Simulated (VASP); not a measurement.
# MgO (I4/mmm) in VASP: a series of runs

Runs on MgO. Level: r2SCAN. Tasks: single point.

All numbers are computed with VASP 6.6.1; they aren't measurements. Logs are shortened: lines on timing, memory, paths and dates and some standing lists are left out, and cuts for length are marked.

### 1 The cell of the first run

Symmetry: I4/mmm, No. 139, tetragonal system. Conventional cell: a = 3.020 Å, b = 3.020 Å, c = 3.630 Å, α = 90.00°, β = 90.00°, γ = 90.00°. Mg (site symmetry 4/mmm) has 6 O at 1.81 to 2.14 Å within 2.4 Å. Within 2.4 Å of O (site symmetry 4/mmm) lie 6 Mg at 1.81 to 2.14 Å.

### 2 Single point, r2SCAN (strain -0.1500 x Voigt [1, 0, 0, 0, 0, 0])

Input file POSCAR:

```
MgO
1.0
    0.0000000000      2.1351500000      2.1351500000
    1.8148775000      0.0000000000      2.1351500000
    1.8148775000      2.1351500000      0.0000000000
Mg O
1 1
Direct
    0.0000000000      0.0000000000      0.0000000000
    0.5000000000      0.5000000000      0.5000000000
```

Input file INCAR.step1:

```
SYSTEM = MgO
  ALGO = Normal
  EDIFF = 1E-4
  ENCUT = 520
  GGA = PE
  ISMEAR = 0
  LASPH = .True.
  LCHARG = .False.
  LREAL = .False.
  LWAVE = .True.
  NBANDS = 11
  NELM = 100
  PREC = Accurate
  SIGMA = 0.05
```

Input file INCAR.step2:

```
SYSTEM = MgO
  ALGO = Normal
  EDIFF = 1E-6
  ENCUT = 520
  ISIF = 2
  ISMEAR = 0
  ISTART = 1
  LASPH = .True.
  LCHARG = .False.
  LMIXTAU = .True.
  LREAL = .False.
  LWAVE = .False.
  METAGGA = R2SCAN
  NBANDS = 11
  NELM = 100
  PREC = Accurate
  SIGMA = 0.05
```

Input file KPOINTS:

```
k-points
0
Gamma
  10 10 10
  0 0 0
```

Potentials or basis: VASP PAW PBE potentials, release 64 (Mg, O).

Run with:

```sh
cat potpaw_PBE.64/Mg/POTCAR potpaw_PBE.64/O/POTCAR > POTCAR
cp INCAR.step1 INCAR
mpirun -np 1 vasp_std > vasp.out
cp INCAR.step2 INCAR
mpirun -np 1 vasp_std > vasp.out
```

OUTCAR:

```text
SYSTEM = MgO
   EDIFF = 1E-6
   ENCUT = 520
   ISIF = 2
   ISMEAR = 0
   ISTART = 1
   LASPH = .True.
   LREAL = .False.
   METAGGA = R2SCAN
   NELM = 100
   PREC = Accurate

 ion  position               nearest neighbor table
   1  0.000  0.000  0.000-   2 1.81   2 1.81   2 2.14   2 2.14   2 2.14   2 2.14
   2  0.500  0.500  0.500-   1 1.81   1 1.81   1 2.14   1 2.14   1 2.14   1 2.14

  LATTYP: Found a body centered tetragonal cell.
 ALAT       =     3.0195580877
 C/A-ratio  =     1.2020815280

  Lattice vectors:

 A1 = (  -1.8148775000,   0.0000000000,  -2.1351500000)
 A2 = (  -1.8148775000,   0.0000000000,   2.1351500000)
 A3 = (   1.8148775000,   2.1351500000,   0.0000000000)

Analysis of symmetry for initial positions (statically):
=====================================================================
 Subroutine PRICEL returns:
 Original cell was already a primitive cell.

 Routine SETGRP: Setting up the symmetry group for a
 body centered tetragonal supercell.

 Subroutine GETGRP returns: Found 16 space group operations
 (whereof 16 operations were pure point group operations)
 out of a pool of 16 trial point group operations.

The static configuration has the point symmetry D_4h.

Analysis of symmetry for dynamics (positions and initial velocities):
=====================================================================
 Subroutine PRICEL returns:
 Original cell was already a primitive cell.

 Routine SETGRP: Setting up the symmetry group for a
 body centered tetragonal supercell.

 Subroutine GETGRP returns: Found 16 space group operations
 (whereof 16 operations were pure point group operations)
 out of a pool of 16 trial point group operations.

The dynamic configuration has the point symmetry D_4h.

 Subroutine INISYM returns: Found 16 space group operations
 (whereof 16 operations are pure point group operations),
 and found     1 'primitive' translations

----------------------------------------------------------------------------------------

                                     Primitive cell

  volume of cell :      16.5476

  direct lattice vectors                    reciprocal lattice vectors
     0.000000000  2.135150000  2.135150000    -0.275500688  0.234175585  0.234175585
     1.814877500  0.000000000  2.135150000     0.275500688 -0.234175585  0.234175585
     1.814877500  2.135150000  0.000000000     0.275500688  0.234175585 -0.234175585

  length of vectors
     3.019558088  2.802257280  2.802257280     0.430786534  0.430786534  0.430786534

  position of ions in fractional coordinates (direct lattice)
     0.000000000  0.000000000  0.000000000
     0.500000000  0.500000000  0.500000000

  ion indices of the primitive-cell ions
   primitive index   ion index
                 1           1
                 2           2

----------------------------------------------------------------------------------------

 KPOINTS: k-points

Automatic generation of k-mesh.
 Grid dimensions read from file:
 generate k-points for:   10   10   10

 Generating k-lattice:

  Cartesian coordinates                     Fractional coordinates (reciprocal lattice)
    -0.027550069  0.023417558  0.023417558     0.100000000 -0.000000000 -0.000000000
     0.027550069 -0.023417558  0.023417558     0.000000000  0.100000000  0.000000000
     0.027550069  0.023417558 -0.023417558     0.000000000  0.000000000  0.100000000

  Length of vectors
     0.043078653  0.043078653  0.043078653

  Shift w.r.t. Gamma in fractional coordinates (k-lattice)
     0.000000000  0.000000000  0.000000000

 Subroutine IBZKPT returns following result:
 ===========================================

 Found    102 irreducible k-points:

 Following reciprocal coordinates:
            Coordinates               Weight
  0.000000  0.000000  0.000000      1.000000
  0.100000  0.000000  0.000000      8.000000
  0.200000  0.000000  0.000000      8.000000
  0.300000  0.000000  0.000000      8.000000
  0.400000  0.000000  0.000000      8.000000
  0.500000 -0.000000 -0.000000      4.000000
[... 16 lines left out ...]
  0.300000  0.300000  0.000000      4.000000
  0.400000  0.300000  0.000000     16.000000
 [... further k-points ...]
   k-points           NKPTS =    102   k-points in BZ     NKDIM =    102   number of bands    NBANDS=     11
   number of dos      NEDOS =    301   number of ions     NIONS =      2
   total plane-waves  NPLWV =  13824
   dimension x,y,z NGX =    24 NGY =   24 NGZ =   24
   dimension x,y,z NGXF=    48 NGYF=   48 NGZF=   48
   ions per type =               1   1
   NGX,Y,Z   is equivalent  to a cutoff of  13.21, 14.24, 14.24 a.u.
   NGXF,Y,Z  is equivalent  to a cutoff of  26.43, 28.48, 28.48 a.u.
 SYSTEM =  MgO
   PREC   = accura    normal or accurate (medium, high low for compatibility)
   ISTART =      1    job   : 0-new  1-cont  2-samecut
   ICHARG =      0    charge: 1-file 2-atom 10-const
   ISPIN  =      1    spin polarized calculation?
   LNONCOLLINEAR =      F non collinear calculations
   LSORBIT =      F    spin-orbit coupling
   LASPH  =      T    aspherical Exc in radial PAW
   ENCUT  =  520.0 eV  38.22 Ry    6.18 a.u.   5.61  5.21  5.21*2*pi/ulx,y,z
   NELM   =    100;   NELMIN=  2; NELMDL=  0     # of ELM steps
   EDIFF  = 0.1E-05   stopping-criterion for ELM
   LREAL  =      F    real-space projection
   EDIFFG = 0.1E-04   stopping-criterion for IOM
   NSW    =      0    number of steps for IOM
   IBRION =     -1    ionic relax: 0-MD 1-quasi-New 2-CG
   NFREE  =      0    steps in history (QN), initial steepest desc. (CG)
   ISIF   =      2    stress and relaxation
   ISYM   =      2    0-nonsym 1-usesym 2-fastsym
   POTIM  = 0.5000    time-step for ionic-motion
   TEBEG  =    0.0;   TEEND  =   0.0 temperature during run
   PSTRESS=    0.0 pullay stress
   NELECT =       8.0000    total number of electrons
   NUPDOWN=      -1.0000    fix difference up-down
   EMIN   =  10.00;   EMAX   =-10.00  energy-range for DOS
   EFERMI =   0.00;   METHOD = LEGACY
   ISMEAR =     0;   SIGMA  =   0.05  broadening in eV -4-tet -1-fermi 0-gaus
   EFERMI_NEDOS =   21; number of points for ismear=-14 and -15
   IALGO  =     38    algorithm
   IMIX   =      4    mixing-type and parameters
     AMIX     =   0.40;   BMIX     =  1.00
     AMIX_MAG =   1.60;   BMIX_MAG =  1.00
  volume/ion in A,a.u.               =       8.27        55.83
  Fermi-wavevector in a.u.,A,eV,Ry     =   1.284873  2.428057 22.461832  1.650898
  Thomas-Fermi vector in A             =   2.417041
   LORBIT       =      0    0 simple, 1 ext, 2 COOP (PROOUT), +10 PAW based schemes
   METAGGA = R2SCAN    functional components
   LHFCALC =     F    Hartree Fock is set to
   AEXX    =    0.0000 exact exchange contribution
   IVDW    =     0    specifies the selected vdW correction
   LEPSILON=     F    determine dielectric tensor
   LRPA    =     F    only Hartree local field effects (RPA)
 non-spin polarized calculation
 Gauss-broadening in eV      SIGMA  =   0.05
  energy-cutoff  :      520.00
  volume of cell :       16.55
 maximum number of plane-waves:       467
 NGX is ok and might be reduce to    24
   NGX = 11   NGY = 11   NGZ = 11

 number of electron       8.0000000 magnetization

 Free energy of the ion-electron system (eV)
  ---------------------------------------------------
  ext. energy  EPLUGINS =         0.00000000
  ---------------------------------------------------
  free energy    TOTEN  =       -15.59347150 eV

  energy without entropy =      -15.59347150  energy(sigma->0) =      -15.59347150

 E-fermi :   4.0999     XC(G=0): -12.1907

 val. band max:        3.7872672611   @ k =   0.0000   0.0000   0.0000
 cond. band min:      10.2890078669   @ k =   0.0000   0.0000   0.0000
 fundamental gap:      6.5017406058
 Fermi energy:         4.0998819589

 k-point     1 :       0.0000    0.0000    0.0000
  band No.  band energies     occupation
      1     -15.2017      2.00000
      2       3.4653      2.00000
      3       3.7873      2.00000
      4       3.7873      2.00000
      5      10.2890      0.00000
      6      20.9925      0.00000
      7      20.9925      0.00000
      8      22.8195      0.00000
      9      24.8059      0.00000
     10      26.1611      0.00000
     11      30.1259      0.00000

 k-point     2 :       0.1000    0.0000    0.0000
  band No.  band energies     occupation
      1     -15.0709      2.00000
      2       2.9734      2.00000
      3       3.5583      2.00000
      4       3.6611      2.00000
      5      10.9006      0.00000
      6      20.1622      0.00000
      7      21.2235      0.00000
      8      22.4950      0.00000
      9      24.5708      0.00000
     10      27.9856      0.00000
     11      29.6325      0.00000

 k-point     3 :       0.2000    0.0000    0.0000
  band No.  band energies     occupation
      1     -14.7104      2.00000
      2       1.5767      2.00000
      3       3.3472      2.00000
      4       3.3690      2.00000
      5      12.1035      0.00000
      6      18.6516      0.00000
      7      21.4283      0.00000
      8      23.2545      0.00000
      9      24.8091      0.00000
     10      27.8928      0.00000
     11      31.0189      0.00000

 k-point     4 :       0.3000    0.0000    0.0000
  band No.  band energies     occupation
      1     -14.2200      2.00000
      2       0.0901      2.00000
      3       2.9874      2.00000
      4       3.1716      2.00000
      5      12.9611      0.00000
      6      18.0612      0.00000
      7      21.1334      0.00000
      8      24.4469      0.00000
      9      26.2494      0.00000
     10      27.4146      0.00000
     11      30.7450      0.00000
[... 239 lines left out ...]
 k-point    22 :      -0.2000    0.2000   -0.0000
  band No.  band energies     occupation
      1     -14.0204      2.00000
      2       0.0989      2.00000
      3       2.1617      2.00000
      4       3.0586      2.00000
      5      14.0359      0.00000
      6      17.0051      0.00000
      7      20.8036      0.00000
      8      24.6556      0.00000
      9      26.2654      0.00000
     10      28.6152      0.00000
     11      31.6819      0.00000

 k-point    23 :       0.3000    0.3000    0.0000
  band No.  band energies     occupation
      1     -14.1482      2.00000
      2       0.1221      2.00000
      3       2.4788      2.00000
      4       3.1856      2.00000
      5      14.6841      0.00000
      6      16.1074      0.00000
      7      19.9873      0.00000
      8      24.2820      0.00000
      9      25.5063      0.00000
     10      30.9265      0.00000
     11      34.0619      0.00000

 k-point    24 :       0.4000    0.3000    0.0000
  band No.  band energies     occupation
      1     -13.8550      2.00000
      2      -0.4080      2.00000
      3       2.1635      2.00000
      4       2.9125      2.00000
      5      15.4454      0.00000
      6      15.9984      0.00000
      7      19.2382      0.00000
      8      24.5746      0.00000
      9      26.5049      0.00000
     10      31.3860      0.00000
     11      33.6051      0.00000

 [... further k-points ...]
[... 5 lines left out ...]
  --------------------------------------------------------------------------------------
  -------------------------------------------------------------------------------------
  Total        9.9462951      0.8991750      0.8991750     -0.0000000      0.0000000      0.0000000
  in kB      963.0255944     87.0604140     87.0604140     -0.0000000      0.0000000      0.0000000
  external PRESSURE =     379.0488075 kB  Pullay stress =       0.0000000 kB

 VOLUME and BASIS-vectors are now :
 -----------------------------------------------------------------------------
  energy-cutoff  :      520.00
  volume of cell :       16.55
      direct lattice vectors                 reciprocal lattice vectors
     0.000000000  2.135150000  2.135150000    -0.275500688  0.234175585  0.234175585
     1.814877500  0.000000000  2.135150000     0.275500688 -0.234175585  0.234175585
     1.814877500  2.135150000  0.000000000     0.275500688  0.234175585 -0.234175585

 POSITION                                       TOTAL-FORCE (eV/Angst)
 -----------------------------------------------------------------------------------
      0.00000      0.00000      0.00000         0.000000     -0.000000      0.000000
      1.81488      2.13515      2.13515         0.000000      0.000000     -0.000000
 -----------------------------------------------------------------------------------
    total drift:                               -0.000000     -0.000000      0.000000

  FREE ENERGIE OF THE ION-ELECTRON SYSTEM (eV)
  ---------------------------------------------------
  free  energy   TOTEN  =       -15.5934715013 eV

  energy  without entropy=      -15.5934715013  energy(sigma->0) =      -15.59347150
```

Wall time 49 s (1 thread of Intel Xeon Platinum 8488C (Sapphire Rapids), shared host); peak memory 0.15 GiB.

Results:

```yaml
Free_energy: -15.5935 eV
Pressure: 37.9 GPa
Band_gap_on_the_k_mesh: 6.50 eV, direct
```

Stress tensor (GPa, compression positive):
```
96.30  0.00  0.00
 0.00  8.71  0.00
 0.00  0.00  8.71
```

Levels at points of the mesh, in eV from the valence-band top:
```csv
k point,band 1,band 2,band 3,band 4,band 5,band 6,band 7,band 8,band 9
"(0.00, 0.00, 0.00)",-18.99,-0.32,0.00,0.00,6.50,17.21,17.21,19.03,21.02
"(0.50, 0.00, 0.00)",-17.38,-5.23,-1.17,-0.83,9.34,14.90,16.86,21.66,23.79
"(0.50, 0.50, 0.00)",-17.32,-4.96,-1.74,-0.88,11.04,12.55,14.79,21.41,24.69
"(0.00, 0.50, 0.50)",-16.89,-4.06,-2.21,-2.21,8.91,12.61,17.06,21.12,21.12
```

Caveat: the cell differs from its parent crystal (strain -0.1500 x Voigt [1, 0, 0, 0, 0, 0]); the PAW data sets were made with another functional, which shifts forces and pressure a little.

### 3 Single point, r2SCAN (strain -0.1125 x Voigt [1, 0, 0, 0, 0, 0])

Input file POSCAR:

```
MgO
1.0
    0.0000000000      2.1351500000      2.1351500000
    1.8949456250      0.0000000000      2.1351500000
    1.8949456250      2.1351500000      0.0000000000
Mg O
1 1
Direct
    0.0000000000      0.0000000000      0.0000000000
    0.5000000000      0.5000000000      0.5000000000
```

Input file INCAR.step1:

```
SYSTEM = MgO
  ALGO = Normal
  EDIFF = 1E-4
  ENCUT = 520
  GGA = PE
  ISMEAR = 0
  LASPH = .TRUE.
  LCHARG = .FALSE.
  LREAL = .FALSE.
  LWAVE = .TRUE.
  NBANDS = 11
  NELM = 80
  PREC = Accurate
  SIGMA = 0.05
```

Input file INCAR.step2:

```
SYSTEM = MgO
  ALGO = Normal
  EDIFF = 1E-6
  ENCUT = 520
  ISIF = 2
  ISMEAR = 0
  ISTART = 1
  LASPH = .TRUE.
  LCHARG = .TRUE.
  LELF = .TRUE.
  LMIXTAU = .TRUE.
  LREAL = .FALSE.
  LVHAR = .TRUE.
  LWAVE = .FALSE.
  METAGGA = R2SCAN
  NBANDS = 11
  NELM = 80
  PREC = Accurate
  SIGMA = 0.05
```

Input file KPOINTS:

```
k-points
0
G
  10 10 10
  0 0 0
```

Potentials or basis: VASP PAW PBE potentials, release 64 (Mg, O).

Run with:

```sh
cat potpaw_PBE.64/Mg/POTCAR potpaw_PBE.64/O/POTCAR > POTCAR
cp INCAR.step1 INCAR
mpirun -np 1 vasp_std > vasp.out
cp INCAR.step2 INCAR
mpirun -np 1 vasp_std > vasp.out
```

It took 51 s on 1 thread of Intel Xeon Platinum 8488C (Sapphire Rapids), shared host; peak memory 0.15 GiB.

It converged, with:

```yaml
Free_energy: -15.9246 eV
Pressure: 19.6 GPa
Band_gap_on_the_k_mesh: 6.20 eV, direct
```

Stress tensor (GPa, compression positive):
```
51.72  0.00  0.00
 0.00  3.57  0.00
 0.00  0.00  3.57
```

Levels at points of the mesh, in eV from the valence-band top:
```csv
k point,band 1,band 2,band 3,band 4,band 5,band 6,band 7,band 8
"(0.00, 0.00, 0.00)",-18.72,-0.27,0.00,0.00,6.20,16.97,16.97,18.28
"(0.50, 0.00, 0.00)",-17.25,-5.03,-1.01,-0.76,9.15,14.52,16.86,20.16
"(0.50, 0.50, 0.00)",-17.12,-4.68,-1.69,-1.00,10.67,12.01,14.53,20.90
"(0.00, 0.50, 0.50)",-16.80,-4.10,-1.95,-1.95,9.20,11.97,16.18,20.69
```

Caveat: the cell differs from its parent crystal (strain -0.1125 x Voigt [1, 0, 0, 0, 0, 0]); the PAW data sets were made with another functional, which shifts forces and pressure a little.

### 4 Single point, r2SCAN (strain -0.0750 x Voigt [1, 0, 0, 0, 0, 0])

Input file POSCAR:

```
MgO
1.0
    0.0000000000      2.1351500000      2.1351500000
    1.9750137500      0.0000000000      2.1351500000
    1.9750137500      2.1351500000      0.0000000000
Mg O
1 1
Direct
    0.0000000000      0.0000000000      0.0000000000
    0.5000000000      0.5000000000      0.5000000000
```

Input file INCAR.step1:

```
SYSTEM = MgO
PREC = Accurate
ENCUT = 520
ISMEAR = 0
SIGMA = 0.05
LREAL = .False.
LASPH = .True.
NELM = 100
NBANDS = 11
GGA = PE
ALGO = Normal
EDIFF = 1E-4
LWAVE = .True.
LCHARG = .False.
```

Input file INCAR.step2:

```
SYSTEM = MgO
PREC = Accurate
ENCUT = 520
EDIFF = 1E-7
ISMEAR = 0
SIGMA = 0.05
LREAL = .False.
LASPH = .True.
NELM = 100
ALGO = Normal
ISIF = 2
LWAVE = .False.
LCHARG = .False.
METAGGA = R2SCAN
LMIXTAU = .True.
NBANDS = 11
ISTART = 1
```

Input file KPOINTS:

```
Automatic mesh
0
Gamma
  10 10 10
  0 0 0
```

Run with:

```sh
cat potpaw_PBE.64/Mg/POTCAR potpaw_PBE.64/O/POTCAR > POTCAR
cp INCAR.step1 INCAR
mpirun -np 1 vasp_std > vasp.out
cp INCAR.step2 INCAR
mpirun -np 1 vasp_std > vasp.out
```

Wall time 55 s (1 thread of Intel Xeon Platinum 8488C (Sapphire Rapids), shared host); peak memory 0.16 GiB.

The run converged. Its results:

* Free energy: -16.0899 eV
* Pressure: 6.9 GPa
* Band gap on the k mesh: 5.87 eV, direct

Stress tensor (GPa, compression positive):
```
22.48  0.00  0.00
 0.00 -0.93  0.00
 0.00  0.00 -0.93
```

Levels at points of the mesh, in eV from the valence-band top:
```tsv
k point	band 1	band 2	band 3	band 4	band 5	band 6	band 7	band 8	band 9
(0.00, 0.00, 0.00)	-18.46	-0.19	0.00	0.00	5.87	16.79	16.79	17.63	21.34
(0.50, 0.00, 0.00)	-17.11	-4.83	-0.87	-0.71	8.95	14.13	16.89	18.90	22.81
(0.50, 0.50, 0.00)	-16.93	-4.41	-1.59	-1.12	10.38	11.49	14.28	20.46	22.04
(0.00, 0.50, 0.50)	-16.73	-4.08	-1.72	-1.72	9.47	11.43	15.35	20.32	20.32
```

Caveat: the cell differs from its parent crystal (strain -0.0750 x Voigt [1, 0, 0, 0, 0, 0]); the PAW data sets were made with another functional, which shifts forces and pressure a little.

(Continued in part 2 of 2.)
